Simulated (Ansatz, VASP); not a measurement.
# AgCl in VASP and in Ansatz

```xyz
2
Lattice="3.5776 0.0000 0.0000 0.0000 3.5776 0.0000 0.0000 0.0000 3.5776" Properties=species:S:1:pos:R:3 pbc="T T T"
Ag    0.0000    0.0000    0.0000
Cl    1.7888    1.7888    1.7888
```

Change from the starting cell: hydrostatic strain +5.4%.

Alike in both runs: task single point; functional PBE; k mesh 8 × 8 × 8; occupations fermi-dirac, width 0.02 eV; no spin polarisation.

|  | VASP | Ansatz |
| --- | --- | --- |
| version | VASP 6.6.1 | Ansatz 0.2.0 |
| potentials or method | VASP PAW PBE potentials, release 64 (Ag_sv_GW, Cl) | plane waves, PAW |
| plane-wave cutoff (eV) | 630 | 420 |
| valence electrons in the cell | 26 | 26 |

|  | VASP | Ansatz | Ansatz less VASP |
| --- | --- | --- | --- |
| pressure (GPa) | -4.4 | -4.2 | +0.17 |
